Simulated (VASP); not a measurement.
A run of VASP 6.6.1 is set up as follows.

The input INCAR:

```
SYSTEM = AsPb4
PREC     = Accurate       ! precision mode
ENCUT    = 520            ! plane-wave cutoff, eV
EDIFF    = 1E-7           ! SCF threshold, eV
ISMEAR   = 0              ! smearing method
SIGMA    = 0.1            ! smearing width, eV
LREAL    = .False.        ! projectors in reciprocal space
LASPH    = .True.         ! aspherical terms in the spheres
NELM     = 80             ! most SCF steps
ALGO     = Fast           ! electronic algorithm
ISIF     = 2              ! what is computed and relaxed
LWAVE    = .False.        ! write WAVECAR
LCHARG   = .False.        ! write CHGCAR
GGA      = PE             ! functional
NBANDS   = 38             ! bands
```

The input KPOINTS:

```
Automatic mesh
0
Gamma
  6 6 2
  0 0 0
```

POSCAR

```
AsPb4
1.0
    5.5220325564     -0.0000000037      0.0000000000
   -2.7610162749      4.7822204762      0.0000000000
    0.0000000000      0.0000000000      8.9425057120
As Pb
1 4
Direct
    0.0000000000      0.0000000000      0.0000000000
    0.3333333333      0.6666666667      0.0000000000
    0.6666666667      0.3333333333      0.0000000000
    0.0000000000      0.0000000000      0.3021692052
    0.0000000000      0.0000000000      0.6978307948
```

Potentials or basis: VASP PAW PBE potentials, release 64 (As, Pb_d).

Launch:

```sh
$ cat potpaw_PBE.64/As/POTCAR potpaw_PBE.64/Pb_d/POTCAR > POTCAR
$ mpirun -np 1 vasp_std > vasp.out
```

(1) Estimate the pressure.

## Answers

(1) 0.0 GPa.
